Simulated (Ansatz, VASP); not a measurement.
## Two plane-wave programs on Ge

The input INCAR:

```
SYSTEM = Ge
ALGO = Normal
EDIFF = 1E-6
ENCUT = 520
GGA = CA
ISIF = 2
ISMEAR = -1
LASPH = .TRUE.
LCHARG = .FALSE.
LREAL = .FALSE.
LWAVE = .FALSE.
NBANDS = 21
NELM = 100
PREC = Accurate
SIGMA = 0.05
```

The input KPOINTS:

```
k-points
0
G
  11 11 11
  0 0 0
```

The input POSCAR:

```
Ge
1.0
   -2.4621655136      2.6150361352      1.4175264166
    2.4621655136     -2.6150361352      1.4175264166
    2.4621655136      2.6150361352     -1.4175264166
Ge
2
Direct
    0.3140570000      0.0640570000      0.2500000000
    0.6859430000      0.9359430000      0.7500000000
```

File input.yaml:

```yaml
crystal:
  lattice:
    - [-2.4621655136, 2.6150361352, 1.4175264166]
    - [2.4621655136, -2.6150361352, 1.4175264166]
    - [2.4621655136, 2.6150361352, -1.4175264166]
  atoms:
    - { symbol: Ge, position: [0.314057, 0.064057, 0.25] }
    - { symbol: Ge, position: [0.685943, 0.935943, 0.75] }
hamiltonian:
  xc: lda
  pseudopotentials: { kind: paw }
kpoints:
  mp_grid: { grid: [11, 11, 11] }
scf:
  occupations: { method: fermi_dirac, width: 0.05 }
output:
  forces: true
  stress: true
  eigenvalues: true
```

Alike in both runs: task single point; functional LDA; k mesh 11 × 11 × 11; occupations fermi-dirac, width 0.05 eV; no spin polarisation.

|  | VASP | Ansatz |
| --- | --- | --- |
| version | VASP 6.6.1 | Ansatz 0.2.0 |
| potentials or method | VASP PAW LDA potentials, release 64 (Ge_d) | Ansatz PAW |
| plane-wave cutoff (eV) | 520 | 420 |
| valence electrons in the cell | 28 | 28 |

```csv
,VASP,Ansatz,Ansatz less VASP
gap on the k mesh at the Fermi level (eV),none,none,-
pressure (GPa),-1.4,-1.4,-0.01
"traceless stress, the component that is largest in VASP (GPa)",1.28,1.28,+0.002
rms of the force components (eV/Å),0.038,0.038,-0.0002
```

LDA's correlation is that of Perdew and Zunger in VASP and of Perdew and Wang (1992) in Ansatz. Atom by atom the forces differ by 0.000 eV/Å (rms over components). A gap of «none» marks a metal or a gap that the smearing closes.
